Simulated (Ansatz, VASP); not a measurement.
**ZrN: VASP beside Ansatz**

The input INCAR:

```
PREC = Accurate
ENCUT = 520
EDIFF = 1E-8
ISMEAR = -1
SIGMA = 0.01
LREAL = F
LASPH = T
NELM = 120
ALGO = Normal
ISIF = 2
LWAVE = F
LCHARG = F
GGA = PE
LEFG = T
NBANDS = 16
GGA_COMPAT = F
```

File KPOINTS:

```
regular mesh
0
Gamma
  9 9 9
```

File POSCAR:

```
ZrN
1.0
    0.0000000000      2.2375999771      2.2375999771
    2.2375999771      0.0000000000      2.2375999771
    2.2375999771      2.2375999771      0.0000000000
Zr N
1 1
Direct
    0.0000000000      0.0000000000      0.0000000000
    0.5000000000      0.5000000000      0.5000000000
```

Input for Ansatz:

```yaml
crystal:
  lattice:
    - [0.0, 2.2375999771, 2.2375999771]
    - [2.2375999771, 0.0, 2.2375999771]
    - [2.2375999771, 2.2375999771, 0.0]
  atoms:
    - { symbol: Zr, position: [0.0, 0.0, 0.0] }
    - { symbol: "N", position: [0.5, 0.5, 0.5] }
kpoints:
  mp_grid: { grid: [9, 9, 9] }
scf:
  occupations: { method: fermi_dirac, width: 0.01 }
hamiltonian:
  xc: pbe
  pseudopotentials: { kind: all_electron, datasets: crystal }
output:
  forces: true
  stress: true
  eigenvalues: true
  efg: { contact_densities: true }
```

Change from the starting cell: volume scaled by 0.94, crystal datasets.

Alike in both runs: task electric field gradients; functional PBE; k mesh 9 × 9 × 9; occupations fermi-dirac, width 0.01 eV; no spin polarisation.

|  | VASP | Ansatz |
| --- | --- | --- |
| version | VASP 6.6.1 | Ansatz 0.2.0 |
| potentials or method | VASP PAW PBE potentials, release 64 (Zr_sv, N), cutoff 520 eV | all-electron PAW with datasets made for the crystal, scalar-relativistic |

```tsv
	VASP	Ansatz	Ansatz less VASP
pressure (GPa)	23.7	23.4	-0.29
```

Ansatz ran all-electron here, and VASP with PAW potentials.
